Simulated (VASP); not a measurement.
# Os (P6_3/mmc) in VASP: further runs

Os is run at these levels: PBE; tasks: electric field gradients.

Everything below comes from runs of VASP 6.6.1. Logs are shortened: lines on timing, memory, paths and dates and some standing lists are left out, and cuts for length are marked.

**1. The cell of the first run**

It takes space group P6_3/mmc (No. 194, hexagonal). Conventional cell: a = 2.707 Å, b = 2.707 Å, c = 4.274 Å, α = 90.00°, β = 90.00°, γ = 120.00°. Within 3.5 Å of Os (site symmetry -6m2) lie 12 Os at 2.65 to 2.71 Å.

**2. Electric field gradients, PBE (volume scaled by 0.95)**

Input file INCAR:

```
PREC     = Accurate       # precision mode
ENCUT    = 520            # plane-wave cutoff, eV
EDIFF    = 1E-8           # SCF threshold, eV
ISMEAR   = -1             # smearing method
SIGMA    = 0.03           # smearing width, eV
LREAL    = False          # projectors in reciprocal space
LASPH    = True           # aspherical terms in the spheres
NELM     = 60             # most SCF steps
ALGO     = Normal         # electronic algorithm
ISIF     = 2              # what is computed and relaxed
LWAVE    = False          # write WAVECAR
LCHARG   = False          # write CHGCAR
GGA      = PE             # functional
LEFG     = True         
NBANDS   = 15             # bands
```

Input file KPOINTS:

```
Automatic mesh
0
Gamma
  16 16 9
```

Input file POSCAR:

```
Os
1.0
    2.7065705794      0.0000000000      0.0000000000
   -1.3532852897      2.3439588789      0.0000000000
    0.0000000000      0.0000000000      4.2742997921
Os
2
Direct
    0.3333333333      0.6666666667      0.2500000000
    0.6666666667      0.3333333333      0.7500000000
```

Potentials or basis: VASP PAW PBE potentials, release 64 (Os).

Started as:

```sh
$ cat potpaw_PBE.64/Os/POTCAR > POTCAR
$ mpirun -np 1 vasp_std > vasp.out
```

OUTCAR:

```text
PREC = Accurate
   ENCUT = 520
   EDIFF = 1E-8
   ISMEAR = -1
   LREAL = False
   LASPH = True
   NELM = 60
   ISIF = 2
   GGA = PE

 ion  position               nearest neighbor table
   1  0.333  0.667  0.250-   2 2.65   2 2.65   2 2.65   2 2.65   2 2.65   2 2.65
   2  0.667  0.333  0.750-   1 2.65   1 2.65   1 2.65   1 2.65   1 2.65   1 2.65

  LATTYP: Found a hexagonal cell.
 ALAT       =     2.7065705794
 C/A-ratio  =     1.5792308631

  Lattice vectors:

 A1 = (   2.7065705794,   0.0000000000,   0.0000000000)
 A2 = (  -1.3532852897,   2.3439588789,   0.0000000000)
 A3 = (   0.0000000000,   0.0000000000,   4.2742997921)

Analysis of symmetry for initial positions (statically):
=====================================================================
 Subroutine PRICEL returns:
 Original cell was already a primitive cell.

 Routine SETGRP: Setting up the symmetry group for a
 hexagonal supercell.

 Subroutine GETGRP returns: Found 24 space group operations
 (whereof 12 operations were pure point group operations)
 out of a pool of 24 trial point group operations.

The static configuration has the point symmetry D_3d.
 The point group associated with its full space group is D_6h.

Analysis of symmetry for dynamics (positions and initial velocities):
=====================================================================
 Subroutine PRICEL returns:
 Original cell was already a primitive cell.

 Routine SETGRP: Setting up the symmetry group for a
 hexagonal supercell.

 Subroutine GETGRP returns: Found 24 space group operations
 (whereof 12 operations were pure point group operations)
 out of a pool of 24 trial point group operations.

The dynamic configuration has the point symmetry D_3d.
 The point group associated with its full space group is D_6h.

 Subroutine INISYM returns: Found 24 space group operations
 (whereof 12 operations are pure point group operations),
 and found     1 'primitive' translations

----------------------------------------------------------------------------------------

                                     Primitive cell

  volume of cell :      27.1165

[... 131 lines left out ...]
  ---------------------------------------------------
  free energy    TOTEN  =       -22.40595805 eV

  energy without entropy =      -22.40340688  energy(sigma->0) =      -22.40468246

 E-fermi :   9.9730     XC(G=0): -14.2391

 val. band max:        9.9622361692   @ k =   0.2500   0.0000   0.3333
 cond. band min:       9.9747367273   @ k =   0.3750   0.1250   0.3333
 fundamental gap:      0.0125005581
 Fermi energy:         9.9730269261

 k-point     1 :       0.0000    0.0000    0.0000
  band No.  band energies     occupation
      1      -1.2807      2.00000
      2       1.8509      2.00000
      3       6.7455      2.00000
      4       6.7455      2.00000
      5       7.0239      2.00000
      6       7.6339      2.00000
      7       7.6339      2.00000
      8       8.3160      2.00000
      9       8.3160      2.00000
     10       9.9887      0.74423
     11      11.7235      0.00000
     12      11.7235      0.00000
     13      19.4126      0.00000
     14      23.9653      0.00000
[... 401 lines left out ...]
      2       3.7888      2.00000
      3       3.8912      2.00000
      4       4.7482      2.00000
      5       6.0942      2.00000
      6       7.3450      2.00000
      7       7.5367      2.00000
      8       9.8229      1.98668
      9      11.5303      0.00000
     10      12.3621      0.00000
     11      12.8768      0.00000
     12      18.9260      0.00000
     13      20.3976      0.00000
     14      21.3061      0.00000
     15      21.6291      0.00000

 [... further k-points ...]
[... 5 lines left out ...]
  --------------------------------------------------------------------------------------
  -------------------------------------------------------------------------------------
  Total        3.8890207      3.8890207      4.1338967     -0.0000000     -0.0000000      0.0000000
  in kB      229.7822695    229.7822695    244.2507364     -0.0000000     -0.0000000      0.0000000
  external PRESSURE =     234.6050918 kB  Pullay stress =       0.0000000 kB

 VOLUME and BASIS-vectors are now :
 -----------------------------------------------------------------------------
  energy-cutoff  :      520.00
  volume of cell :       27.12
      direct lattice vectors                 reciprocal lattice vectors
     2.706570579  0.000000000  0.000000000     0.369471244  0.213314322  0.000000000
    -1.353285290  2.343958879  0.000000000     0.000000000  0.426628645  0.000000000
     0.000000000  0.000000000  4.274299792     0.000000000  0.000000000  0.233956449

 POSITION                                       TOTAL-FORCE (eV/Angst)
 -----------------------------------------------------------------------------------
     -0.00000      1.56264      1.06857        -0.000000      0.000000      0.000000
      1.35329      0.78132      3.20572         0.000000     -0.000000      0.000000
 -----------------------------------------------------------------------------------
    total drift:                               -0.000000      0.000000     -0.000000

  FREE ENERGIE OF THE ION-ELECTRON SYSTEM (eV)
  ---------------------------------------------------
  free  energy   TOTEN  =       -22.4059580534 eV

  energy  without entropy=      -22.4034068756  energy(sigma->0) =      -22.40468246

 Electric field gradients (V/A^2)
---------------------------------------------------------------------
 ion       V_xx      V_yy      V_zz      V_xy      V_xz      V_yz
---------------------------------------------------------------------
   1      42.148    42.149   -84.297     0.000     0.000    -0.000
   2      42.148    42.149   -84.297     0.000    -0.000     0.000
---------------------------------------------------------------------

 Electric field gradients after diagonalization (V/A^2)
 (convention: |V_zz| > |V_xx| > |V_yy|)
----------------------------------------------------------------------
 ion       V_xx      V_yy      V_zz     asymmetry (V_yy - V_xx)/ V_zz
----------------------------------------------------------------------
   1      42.149    42.148   -84.297       0.000
   2      42.149    42.148   -84.297       0.000
----------------------------------------------------------------------

           NMR quadrupolar parameters

 Cq : quadrupolar parameter    Cq=e*Q*V_zz/h
 eta: asymmetry parameters     (V_yy - V_xx)/ V_zz
 Q  : nuclear electric quadrupole moment in mb (millibarn)
----------------------------------------------------------------------
 ion       Cq(MHz)       eta       Q (mb)
----------------------------------------------------------------------
   1      -0.204       0.000       1.000
   2      -0.204       0.000       1.000
----------------------------------------------------------------------
```

OSZICAR:

```text
N       E                     dE             d eps       ncg     rms          rms(c)
DAV:   1     0.104875032295E+03    0.10488E+03   -0.75062E+03  4500   0.103E+03
DAV:   2    -0.191436714198E+02   -0.12402E+03   -0.10877E+03  4570   0.330E+02
DAV:   3    -0.237312701191E+02   -0.45876E+01   -0.44426E+01  6103   0.562E+01
DAV:   4    -0.237639973120E+02   -0.32727E-01   -0.32694E-01  4885   0.485E+00
DAV:   5    -0.237641670810E+02   -0.16977E-03   -0.16976E-03  6161   0.334E-01    0.251E+01
DAV:   6    -0.227433295010E+02    0.10208E+01   -0.76404E-01  5669   0.743E+00    0.119E+01
DAV:   7    -0.224137776567E+02    0.32955E+00   -0.60277E-01  5767   0.648E+00    0.572E-01
DAV:   8    -0.224089583409E+02    0.48193E-02   -0.66143E-03  4647   0.621E-01    0.412E-01
DAV:   9    -0.224059667630E+02    0.29916E-02   -0.21177E-03  5480   0.453E-01    0.396E-02
DAV:  10    -0.224059796669E+02   -0.12904E-04   -0.87399E-05  5900   0.805E-02    0.861E-03
DAV:  11    -0.224059596520E+02    0.20015E-04   -0.35882E-06  5032   0.203E-02    0.284E-03
DAV:  12    -0.224059584119E+02    0.12401E-05   -0.10306E-07  5963   0.319E-03    0.112E-03
DAV:  13    -0.224059581580E+02    0.25394E-06   -0.25615E-09  3727   0.514E-04    0.420E-04
DAV:  14    -0.224059580467E+02    0.11127E-06   -0.45168E-10  3055   0.162E-04    0.487E-05
DAV:  15    -0.224059580534E+02   -0.67530E-08   -0.62181E-11  2908   0.827E-05
   1 F= -.22405958E+02 E0= -.22404682E+02  d E =-.255118E-02
```

It took 51 s on 1 thread of Intel Xeon Platinum 8375C at 2.90GHz (Ice Lake), shared host; peak memory 0.17 GiB.

Results:

```
Free energy            : -22.4060 eV
Pressure               : 23.5 GPa
Band gap on the k mesh : zero (band 8 reaches 12.10 eV, above the bottom of band 9 at 8.07 eV)
```

Electric field gradients, principal values (V/Å²):
```csv
atom,least,middle,greatest (by size)
1 Os,42.148,42.149,-84.297
2 Os,42.148,42.149,-84.297
```

Caveat: without QUAD_EFG the Cq values of the log hold for a quadrupole moment of 1 mb, not for the nuclei; spin-orbit coupling is left out, which moves the levels of the heavy elements.

**3. Electric field gradients, PBE (volume scaled by 0.975)**

Input file INCAR:

```
SYSTEM = Os
ALGO = Normal ; EDIFF = 1E-8
ENCUT = 520 ; GGA = PE
ISIF = 2 ; ISMEAR = -1
LASPH = .True. ; LCHARG = .False.
LEFG = .True. ; LREAL = .False.
LWAVE = .False. ; NBANDS = 15
NELM = 60 ; PREC = Accurate
SIGMA = 0.03
```

Input file KPOINTS:

```
k-points
0
Gamma
  16 16 9
  0 0 0
```

Input file POSCAR:

```
Os
1.0
    2.7301071571      0.0000000000      0.0000000000
   -1.3650535786      2.3643421531      0.0000000000
    0.0000000000      0.0000000000      4.3114694821
Os
2
Direct
    0.3333333333      0.6666666667      0.2500000000
    0.6666666667      0.3333333333      0.7500000000
```

Potentials or basis: VASP PAW PBE potentials, release 64 (Os).

Started as:

```sh
$ cat potpaw_PBE.64/Os/POTCAR > POTCAR
$ mpirun -np 1 vasp_std > vasp.out
```

OUTCAR:

```text
SYSTEM = Os
   EDIFF = 1E-8
   ENCUT = 520
   GGA = PE
   ISIF = 2
   ISMEAR = -1
   LASPH = .True.
   LREAL = .False.
   NELM = 60
   PREC = Accurate

 ion  position               nearest neighbor table
   1  0.333  0.667  0.250-   2 2.67   2 2.67   2 2.67   2 2.67   2 2.67   2 2.67
   2  0.667  0.333  0.750-   1 2.67   1 2.67   1 2.67   1 2.67   1 2.67   1 2.67

  LATTYP: Found a hexagonal cell.
 ALAT       =     2.7301071571
 C/A-ratio  =     1.5792308631

  Lattice vectors:

 A1 = (   2.7301071571,   0.0000000000,   0.0000000000)
 A2 = (  -1.3650535786,   2.3643421531,   0.0000000000)
 A3 = (   0.0000000000,   0.0000000000,   4.3114694821)

Analysis of symmetry for initial positions (statically):
=====================================================================
 Subroutine PRICEL returns:
 Original cell was already a primitive cell.

 Routine SETGRP: Setting up the symmetry group for a
 hexagonal supercell.

 Subroutine GETGRP returns: Found 24 space group operations
 (whereof 12 operations were pure point group operations)
 out of a pool of 24 trial point group operations.

The static configuration has the point symmetry D_3d.
 The point group associated with its full space group is D_6h.

Analysis of symmetry for dynamics (positions and initial velocities):
=====================================================================
 Subroutine PRICEL returns:
 Original cell was already a primitive cell.

 Routine SETGRP: Setting up the symmetry group for a
 hexagonal supercell.

 Subroutine GETGRP returns: Found 24 space group operations
 (whereof 12 operations were pure point group operations)
[... 578 lines left out ...]
      6       7.0335      2.00000
      7       7.2107      2.00000
      8       9.4244      1.98354
      9      11.0637      0.00000
     10      11.8556      0.00000
     11      12.3495      0.00000
     12      18.2543      0.00000
     13      19.7268      0.00000
     14      20.6549      0.00000
     15      20.8953      0.00000

 [... further k-points ...]

------------------------ aborting loop because EDIFF is reached ----------------------------------------

  FORCE on cell =-STRESS in cart. coord.  units (eV):
  Direction    XX          YY          ZZ          XY          YZ          ZX
  --------------------------------------------------------------------------------------
  -------------------------------------------------------------------------------------
  Total        1.8375694      1.8375694      1.9435395     -0.0000000      0.0000000      0.0000000
  in kB      105.7886326    105.7886326    111.8893172     -0.0000000      0.0000000      0.0000000
  external PRESSURE =     107.8221941 kB  Pullay stress =       0.0000000 kB

 VOLUME and BASIS-vectors are now :
 -----------------------------------------------------------------------------
  energy-cutoff  :      520.00
  volume of cell :       27.83
      direct lattice vectors                 reciprocal lattice vectors
     2.730107157  0.000000000  0.000000000     0.366285989  0.211475314  0.000000000
    -1.365053579  2.364342153  0.000000000     0.000000000  0.422950629  0.000000000
     0.000000000  0.000000000  4.311469482     0.000000000  0.000000000  0.231939482

 POSITION                                       TOTAL-FORCE (eV/Angst)
 -----------------------------------------------------------------------------------
     -0.00000      1.57623      1.07787        -0.000000      0.000000      0.000000
      1.36505      0.78811      3.23360         0.000000      0.000000      0.000000
 -----------------------------------------------------------------------------------
    total drift:                                0.000000     -0.000000     -0.000000

  FREE ENERGIE OF THE ION-ELECTRON SYSTEM (eV)
  ---------------------------------------------------
  free  energy   TOTEN  =       -22.4820754241 eV

  energy  without entropy=      -22.4794022707  energy(sigma->0) =      -22.48073885

 Electric field gradients (V/A^2)
---------------------------------------------------------------------
 ion       V_xx      V_yy      V_zz      V_xy      V_xz      V_yz
---------------------------------------------------------------------
   1      40.382    40.382   -80.763    -0.000     0.000     0.000
   2      40.382    40.382   -80.763    -0.000     0.000     0.000
---------------------------------------------------------------------

 Electric field gradients after diagonalization (V/A^2)
 (convention: |V_zz| > |V_xx| > |V_yy|)
----------------------------------------------------------------------
 ion       V_xx      V_yy      V_zz     asymmetry (V_yy - V_xx)/ V_zz
----------------------------------------------------------------------
   1      40.382    40.382   -80.763       0.000
   2      40.382    40.382   -80.763       0.000
----------------------------------------------------------------------

           NMR quadrupolar parameters

 Cq : quadrupolar parameter    Cq=e*Q*V_zz/h
 eta: asymmetry parameters     (V_yy - V_xx)/ V_zz
 Q  : nuclear electric quadrupole moment in mb (millibarn)
----------------------------------------------------------------------
 ion       Cq(MHz)       eta       Q (mb)
----------------------------------------------------------------------
   1      -0.195       0.000       1.000
   2      -0.195       0.000       1.000
----------------------------------------------------------------------
```

OSZICAR:

```text
N       E                     dE             d eps       ncg     rms          rms(c)
DAV:   1     0.102537817591E+03    0.10254E+03   -0.74495E+03  4500   0.103E+03
DAV:   2    -0.190451458469E+02   -0.12158E+03   -0.10617E+03  4556   0.327E+02
DAV:   3    -0.238435970128E+02   -0.47985E+01   -0.46292E+01  6054   0.569E+01
DAV:   4    -0.238789015748E+02   -0.35305E-01   -0.35291E-01  4913   0.503E+00
DAV:   5    -0.238790936635E+02   -0.19209E-03   -0.19207E-03  6201   0.351E-01    0.236E+01
DAV:   6    -0.228146140372E+02    0.10645E+01   -0.85171E-01  5676   0.786E+00    0.109E+01
DAV:   7    -0.224900927374E+02    0.32452E+00   -0.62186E-01  5788   0.659E+00    0.531E-01
DAV:   8    -0.224851622175E+02    0.49305E-02   -0.63179E-03  4654   0.603E-01    0.381E-01
DAV:   9    -0.224820807920E+02    0.30814E-02   -0.19442E-03  5410   0.434E-01    0.445E-02
DAV:  10    -0.224820978687E+02   -0.17077E-04   -0.87634E-05  5844   0.814E-02    0.945E-03
DAV:  11    -0.224820769281E+02    0.20941E-04   -0.38007E-06  5039   0.203E-02    0.224E-03
DAV:  12    -0.224820757950E+02    0.11331E-05   -0.11021E-07  5963   0.336E-03    0.109E-03
DAV:  13    -0.224820755287E+02    0.26634E-06   -0.26947E-09  3678   0.499E-04    0.406E-04
DAV:  14    -0.224820754241E+02    0.10461E-06   -0.44623E-10  2985   0.158E-04    0.587E-05
DAV:  15    -0.224820754241E+02   -0.47748E-11   -0.63634E-11  2817   0.866E-05
   1 F= -.22482075E+02 E0= -.22480739E+02  d E =-.267315E-02
```

stdout:

```text
POSCAR found type information on POSCAR Os
 POSCAR found :  1 types and       2 ions
 scaLAPACK will be used
 LDA part: xc-table for (Slater+PW92), standard interpolation
 POSCAR, INCAR and KPOINTS ok, starting setup
 FFT: planning ... GRIDC
 FFT: planning ... GRID_SOFT
 FFT: planning ... GRID
 WAVECAR not read
 entering main loop
ion   1

ion   2
```

It took 52 s on 1 thread of Intel Xeon Platinum 8375C at 2.90GHz (Ice Lake), shared host; peak memory 0.17 GiB.

Results:

```
Free energy            : -22.4821 eV
Pressure               : 10.8 GPa
Band gap on the k mesh : zero (band 8 reaches 11.60 eV, above the bottom of band 9 at 7.73 eV)
```

Stress tensor (GPa, compression positive):
```
10.58  0.00  0.00
 0.00 10.58  0.00
 0.00  0.00 11.19
```

Electric field gradients, principal values (V/Å²):
```
atom   least  middle  greatest (by size)
1 Os  40.382  40.382             -80.763
2 Os  40.382  40.382             -80.763
```

Caveat: without QUAD_EFG the Cq values of the log hold for a quadrupole moment of 1 mb, not for the nuclei; spin-orbit coupling is left out, which moves the levels of the heavy elements.

[end of part 1 of 2]
